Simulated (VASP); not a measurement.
# HfC (wurtzite type) (P6_3mc) in VASP: relaxation of cell and atoms with PBE

Aim: the relaxation of cell and atoms of HfC (wurtzite type) with PBE.

All numbers are computed with VASP 6.6.1; they aren't measurements. Logs are shortened: lines on timing, memory, paths and dates and some standing lists are left out, and cuts for length are marked.

**1. The cell of the first run**

The structure is hexagonal, space group P6_3mc (No. 186). The conventional cell has a = 3.529 Å, b = 3.529 Å, c = 5.752 Å, α = 90.00°, β = 90.00°, γ = 120.00°. Within 2.9 Å of Hf (site symmetry 3m) lie 4 C at 2.16 Å. C (site symmetry 3m) has 4 Hf at 2.16 Å within 2.9 Å.

**2. Relaxation of cell and atoms, PBE**

INCAR

```
SYSTEM = HfC
ALGO     = Normal         ! electronic algorithm
EDIFF    = 1E-6           ! SCF threshold, eV
EDIFFG   = -0.005         ! ionic threshold
ENCUT    = 600            ! plane-wave cutoff, eV
GGA      = PE             ! functional
IBRION   = 2              ! ionic algorithm
ISIF     = 3              ! what is computed and relaxed
ISMEAR   = -1             ! smearing method
LASPH    = .True.         ! aspherical terms in the spheres
LCHARG   = .False.        ! write CHGCAR
LREAL    = .False.        ! projectors in reciprocal space
LWAVE    = .False.        ! write WAVECAR
NELM     = 100            ! most SCF steps
NSW      = 100            ! ionic steps
PREC     = Accurate       ! precision mode
SIGMA    = 0.08           ! smearing width, eV
```

KPOINTS

```
k-points
0
Gamma
  13 13 7
  0 0 0
```

POSCAR

```
HfC
1.0
    3.5288129551      0.0000000000      0.0000000000
   -1.7644064775      3.0560416643      0.0000000000
    0.0000000000      0.0000000000      5.7519651168
Hf C
2 2
Direct
    0.3333333333      0.6666666667      0.0000000000
    0.6666666667      0.3333333333      0.5000000000
    0.3333333333      0.6666666667      0.3760000000
    0.6666666667      0.3333333333      0.8760000000
```

Potentials or basis: VASP PAW PBE potentials, release 64 (Hf_pv, C).

Started as:

```console
$ cat potpaw_PBE.64/Hf_pv/POTCAR potpaw_PBE.64/C/POTCAR > POTCAR
$ mpirun -np 1 vasp_std > vasp.out
```

OUTCAR:

```text
SYSTEM = HfC
   EDIFF = 1E-6
   EDIFFG = -0.005
   ENCUT = 600
   GGA = PE
   IBRION = 2
   ISIF = 3
   ISMEAR = -1
   LASPH = .True.
   LREAL = .False.
   NELM = 100
   NSW = 100
   PREC = Accurate

 ion  position               nearest neighbor table
   1  0.333  0.667  0.000-   4 2.16   4 2.16   4 2.16   3 2.16   2 3.52   2 3.52   2 3.52   2 3.52
                             2 3.52   2 3.52
   2  0.667  0.333  0.500-   3 2.16   3 2.16   3 2.16   4 2.16   1 3.52   1 3.52   1 3.52   1 3.52
                             1 3.52   1 3.52
   3  0.333  0.667  0.376-   2 2.16   2 2.16   2 2.16   1 2.16
   4  0.667  0.333  0.876-   1 2.16   1 2.16   1 2.16   2 2.16

  LATTYP: Found a hexagonal cell.
 ALAT       =     3.5288129551
 C/A-ratio  =     1.6300000000

  Lattice vectors:

 A1 = (   3.5288129551,   0.0000000000,   0.0000000000)
 A2 = (  -1.7644064775,   3.0560416643,   0.0000000000)
 A3 = (   0.0000000000,   0.0000000000,   5.7519651168)

Analysis of symmetry for initial positions (statically):
=====================================================================
 Subroutine PRICEL returns:
 Original cell was already a primitive cell.

 Routine SETGRP: Setting up the symmetry group for a
 hexagonal supercell.

 Subroutine GETGRP returns: Found 12 space group operations
 (whereof  6 operations were pure point group operations)
 out of a pool of 24 trial point group operations.

The static configuration has the point symmetry C_3v.
 The point group associated with its full space group is C_6v.

Analysis of symmetry for dynamics (positions and initial velocities):
=====================================================================
 Subroutine PRICEL returns:
 Original cell was already a primitive cell.

 Routine SETGRP: Setting up the symmetry group for a
 hexagonal supercell.

 Subroutine GETGRP returns: Found 12 space group operations
 (whereof  6 operations were pure point group operations)
 out of a pool of 24 trial point group operations.

The dynamic configuration has the point symmetry C_3v.
 The point group associated with its full space group is C_6v.

 Subroutine INISYM returns: Found 12 space group operations
 (whereof  6 operations are pure point group operations),
 and found     1 'primitive' translations

----------------------------------------------------------------------------------------

                                     Primitive cell

  volume of cell :      62.0303

  direct lattice vectors                    reciprocal lattice vectors
     3.528812955  0.000000000  0.000000000     0.283381413  0.163610335  0.000000000
    -1.764406477  3.056041664  0.000000000     0.000000000  0.327220670  0.000000000
     0.000000000  0.000000000  5.751965117     0.000000000  0.000000000  0.173853627

  length of vectors
     3.528812955  3.528812955  5.751965117     0.327220670  0.327220670  0.173853627

  position of ions in fractional coordinates (direct lattice)
     0.333333333  0.666666667  0.000000000
     0.666666667  0.333333333  0.500000000
     0.333333333  0.666666667  0.376000000
     0.666666667  0.333333333  0.876000000

  ion indices of the primitive-cell ions
   primitive index   ion index
                 1           1
                 2           2
                 3           3
                 4           4

----------------------------------------------------------------------------------------

 KPOINTS: k-points

Automatic generation of k-mesh.
 Grid dimensions read from file:
 generate k-points for:   13   13    7

 Generating k-lattice:

  Cartesian coordinates                     Fractional coordinates (reciprocal lattice)
     0.021798570  0.012585410  0.000000000     0.076923077 -0.000000000  0.000000000
     0.000000000  0.025170821  0.000000000     0.000000000  0.076923077  0.000000000
     0.000000000  0.000000000  0.024836232     0.000000000  0.000000000  0.142857143

  Length of vectors
     0.025170821  0.025170821  0.024836232

  Shift w.r.t. Gamma in fractional coordinates (k-lattice)
     0.000000000  0.000000000  0.000000000

 Subroutine IBZKPT returns following result:
 ===========================================

 Found     84 irreducible k-points:

 Following reciprocal coordinates:
            Coordinates               Weight
  0.000000  0.000000  0.000000      1.000000
  0.076923  0.000000  0.000000      6.000000
  0.153846  0.000000  0.000000      6.000000
  0.230769  0.000000  0.000000      6.000000
  0.307692  0.000000  0.000000      6.000000
  0.384615  0.000000  0.000000      6.000000
[... 16 lines left out ...]
  0.076923  0.000000  0.142857     12.000000
  0.153846  0.000000  0.142857     12.000000
 [... further k-points ...]
   k-points           NKPTS =     84   k-points in BZ     NKDIM =     84   number of bands    NBANDS=     18
   number of dos      NEDOS =    301   number of ions     NIONS =      4
   total plane-waves  NPLWV =  37632
   dimension x,y,z NGX =    28 NGY =   28 NGZ =   48
   dimension x,y,z NGXF=    56 NGYF=   56 NGZF=   96
   ions per type =               2   2
   NGX,Y,Z   is equivalent  to a cutoff of  13.19, 13.19, 13.87 a.u.
   NGXF,Y,Z  is equivalent  to a cutoff of  26.38, 26.38, 27.75 a.u.
 SYSTEM =  HfC
   PREC   = accura    normal or accurate (medium, high low for compatibility)
   ISTART =      0    job   : 0-new  1-cont  2-samecut
   ICHARG =      2    charge: 1-file 2-atom 10-const
   ISPIN  =      1    spin polarized calculation?
   LNONCOLLINEAR =      F non collinear calculations
   LSORBIT =      F    spin-orbit coupling
   LASPH  =      T    aspherical Exc in radial PAW
   ENCUT  =  600.0 eV  44.10 Ry    6.64 a.u.   7.05  7.05 11.49*2*pi/ulx,y,z
   NELM   =    100;   NELMIN=  2; NELMDL= -5     # of ELM steps
   EDIFF  = 0.1E-05   stopping-criterion for ELM
   LREAL  =      F    real-space projection
   EDIFFG = -.5E-02   stopping-criterion for IOM
   NSW    =    100    number of steps for IOM
   IBRION =      2    ionic relax: 0-MD 1-quasi-New 2-CG
   NFREE  =      1    steps in history (QN), initial steepest desc. (CG)
   ISIF   =      3    stress and relaxation
   ISYM   =      2    0-nonsym 1-usesym 2-fastsym
   POTIM  = 0.5000    time-step for ionic-motion
   TEBEG  =    0.0;   TEEND  =   0.0 temperature during run
   PSTRESS=    0.0 pullay stress
   NELECT =      28.0000    total number of electrons
   NUPDOWN=      -1.0000    fix difference up-down
   EMIN   =  10.00;   EMAX   =-10.00  energy-range for DOS
   EFERMI =   0.00;   METHOD = LEGACY
   ISMEAR =    -1;   SIGMA  =   0.08  broadening in eV -4-tet -1-fermi 0-gaus
   EFERMI_NEDOS =   21; number of points for ismear=-14 and -15
   IALGO  =     38    algorithm
   IMIX   =      4    mixing-type and parameters
     AMIX     =   0.40;   BMIX     =  1.00
     AMIX_MAG =   1.60;   BMIX_MAG =  1.00
  volume/ion in A,a.u.               =      15.51       104.65
  Fermi-wavevector in a.u.,A,eV,Ry     =   1.255816  2.373149 21.457403  1.577075
  Thomas-Fermi vector in A             =   2.389555
   LORBIT       =      0    0 simple, 1 ext, 2 COOP (PROOUT), +10 PAW based schemes
   GGA     = PE    functional components
   LHFCALC =     F    Hartree Fock is set to
   AEXX    =    0.0000 exact exchange contribution
   IVDW    =     0    specifies the selected vdW correction
   LEPSILON=     F    determine dielectric tensor
   LRPA    =     F    only Hartree local field effects (RPA)
 conjugate gradient relaxation of ions
 non-spin polarized calculation
  energy-cutoff  :      600.00
  volume of cell :       62.03
 maximum number of plane-waves:      2084
   NGX = 15   NGY = 15   NGZ = 23

--------------------------------------- Ionic step        1  -------------------------------------------

 number of electron      28.0000000 magnetization

 Free energy of the ion-electron system (eV)
  ---------------------------------------------------
  ext. energy  EPLUGINS =         0.00000000
  ---------------------------------------------------
  free energy    TOTEN  =       -39.98428653 eV

  energy without entropy =      -39.98415307  energy(sigma->0) =      -39.98421980

------------------------ aborting loop because EDIFF is reached ----------------------------------------

  FORCE on cell =-STRESS in cart. coord.  units (eV):
  Direction    XX          YY          ZZ          XY          YZ          ZX
  --------------------------------------------------------------------------------------
  -------------------------------------------------------------------------------------
  Total        2.4859212      2.4859212     -0.9283624      0.0000000      0.0000000      0.0000000
  in kB       64.2086869     64.2086869    -23.9786072      0.0000000      0.0000000      0.0000000
  external PRESSURE =      34.8129222 kB  Pullay stress =       0.0000000 kB
[... 95 lines left out ...]
  FREE ENERGIE OF THE ION-ELECTRON SYSTEM (eV)
  ---------------------------------------------------
  free  energy   TOTEN  =       -40.0730391801 eV

  energy  without entropy=      -40.0729621528  energy(sigma->0) =      -40.07300067

[... ionic steps 4 to 35 ...]

--------------------------------------- Ionic step       36  -------------------------------------------

 number of electron      28.0000003 magnetization

------------------------ aborting loop because EDIFF is reached ----------------------------------------
[... 71 lines left out ...]
--------------------------------------- Ionic step       38  -------------------------------------------

 number of electron      28.0000003 magnetization

 Free energy of the ion-electron system (eV)
  ---------------------------------------------------
  ext. energy  EPLUGINS =         0.00000000
  ---------------------------------------------------
  free energy    TOTEN  =       -41.02585177 eV

  energy without entropy =      -41.01783623  energy(sigma->0) =      -41.02184400

 E-fermi :   4.4100     XC(G=0): -11.1920

 val. band max:        4.3549351770   @ k =   0.0769   0.0000   0.1429
 cond. band min:       4.4514586289   @ k =   0.3846   0.1538   0.0000
 fundamental gap:      0.0965234519
 Fermi energy:         4.4099593326

 k-point     1 :       0.0000    0.0000    0.0000
  band No.  band energies     occupation
      1     -25.6547      2.00000
      2     -25.5090      2.00000
      3     -25.5090      2.00000
      4     -25.3059      2.00000
      5     -25.3059      2.00000
      6     -25.0730      2.00000
[... 481 lines left out ...]
      5     -25.3141      2.00000
      6     -25.1177      2.00000
[... 10 lines left out ...]
     17       8.2081      0.00000
     18       9.6585      0.00000

 [... further k-points ...]

------------------------ aborting loop because EDIFF is reached ----------------------------------------

  FORCE on cell =-STRESS in cart. coord.  units (eV):
  Direction    XX          YY          ZZ          XY          YZ          ZX
  --------------------------------------------------------------------------------------
  -------------------------------------------------------------------------------------
  Total        0.0182347      0.0182347      0.0199037      0.0000000     -0.0000000      0.0000000
  in kB        0.4915029      0.4915029      0.5364887      0.0000000     -0.0000000      0.0000000
  external PRESSURE =       0.5064982 kB  Pullay stress =       0.0000000 kB
[... 19 lines left out ...]
  FREE ENERGIE OF THE ION-ELECTRON SYSTEM (eV)
  ---------------------------------------------------
  free  energy   TOTEN  =       -41.0258517676 eV

  energy  without entropy=      -41.0178362273  energy(sigma->0) =      -41.02184400

 reached required accuracy - stopping structural energy minimisation
```

Run time: 24 min. Hardware: 1 thread of Intel Xeon Platinum 8259CL at 2.50GHz (Skylake/Cascade Lake), shared host; peak memory 0.29 GiB.

What came out:

- Free energy: -41.0259 eV
- Relaxed volume: 14.86 Å³/atom
- Relaxed cell: a = 3.848 Å, b = 3.848 Å, c = 4.634 Å, α = 90.00°, β = 90.00°, γ = 120.00°
- Space group after relaxing (to 0.05 Å): P6_3/mmc (No. 194)
- Energy gained by relaxing: 260.4 meV/atom
- Ionic steps: 38
- Pressure after relaxing: 0.1 GPa
- Band gap on the k mesh: zero (band 14 reaches 5.71 eV, above the bottom of band 15 at 4.21 eV)

Step by step:
| step | energy change (eV) | largest force (eV/Å) | pressure (GPa) | volume (Å³) |
| --- | --- | --- | --- | --- |
| 1 | 0.0000 | 0.3897 | 3.48 | 62.03 |
| 2 | -0.0887 | 0.5170 | -4.59 | 65.07 |
| 3 | -0.0888 | 0.5131 | -4.30 | 64.94 |
| 4 | -0.1788 | 0.5522 | -3.62 | 64.39 |
| 5 | -0.4573 | 1.1468 | -1.93 | 62.51 |
| 6 | -0.3458 | 2.3324 | 14.48 | 57.62 |
| 7 | -0.5387 | 2.0718 | 1.29 | 61.05 |
| 8 | -0.5936 | 2.5130 | 5.81 | 59.42 |
| 9 | -0.6139 | 2.4354 | 5.81 | 59.37 |
| 10 | -0.6595 | 2.2016 | 6.02 | 59.20 |
| 11 | -0.6672 | 1.6789 | 7.38 | 58.83 |
| 12 | -0.6777 | 1.9111 | 6.68 | 58.98 |
| 13 | -0.7169 | 1.7818 | 5.92 | 59.09 |
| 14 | -0.8171 | 1.4235 | 3.76 | 59.42 |
| 15 | -0.9472 | 0.8354 | 0.01 | 60.08 |
| 16 | -0.9898 | 0.0941 | -5.52 | 61.38 |
| 17 | -1.0022 | 0.2598 | -4.13 | 61.00 |
| 18 | -1.0024 | 0.2944 | -3.85 | 60.93 |
| 19 | -1.0104 | 0.2763 | -3.14 | 60.65 |
| 20 | -1.0256 | 0.2229 | -0.92 | 59.84 |
| 21 | -1.0152 | 0.1248 | 4.00 | 58.25 |
| 22 | -1.0283 | 0.1910 | 0.57 | 59.34 |
| 23 | -1.0302 | 0.1733 | 0.48 | 59.36 |
| 24 | -1.0347 | 0.1250 | 0.28 | 59.40 |
| 25 | -1.0401 | 0.0504 | -0.08 | 59.49 |
| 26 | -1.0396 | 0.0001 | -0.50 | 59.67 |
| 27 | -1.0412 | 0.0078 | -0.35 | 59.59 |
| 28 | -1.0413 | 0.0132 | -0.29 | 59.57 |
| 29 | -1.0415 | 0.0084 | 0.15 | 59.41 |
| 30 | -1.0415 | 0.0090 | 0.10 | 59.43 |
| 31 | -1.0415 | 0.0055 | 0.01 | 59.45 |
| 32 | -1.0415 | 0.0056 | 0.02 | 59.45 |
| 33 | -1.0415 | 0.0049 | -0.02 | 59.46 |
| 34 | -1.0415 | 0.0044 | -0.07 | 59.48 |
| 35 | -1.0415 | 0.0042 | -0.06 | 59.47 |
| 36 | -1.0416 | 0.0037 | 0.02 | 59.45 |
| 37 | -1.0416 | 0.0032 | 0.02 | 59.45 |
| 38 | -1.0416 | 0.0008 | 0.05 | 59.44 |

Final structure:
```
CELL_PARAMETERS angstrom
3.84845 0.00000 0.00000
-1.92422 3.33286 0.00000
0.00000 0.00000 4.63427
ATOMIC_POSITIONS crystal
Hf 0.33333 0.66667 0.93999
Hf 0.66667 0.33333 0.43999
C 0.33333 0.66667 0.43601
C 0.66667 0.33333 0.93601
```

Levels at points of the mesh, in eV from the Fermi level:
```
           k point  band 12  band 13  band 14  band 15  band 16  band 17
(0.00, 0.00, 0.00)    -2.50    -1.85     1.30     1.38     1.38     2.48
```

Caveat: spin-orbit coupling is left out, which moves the levels of the heavy elements.
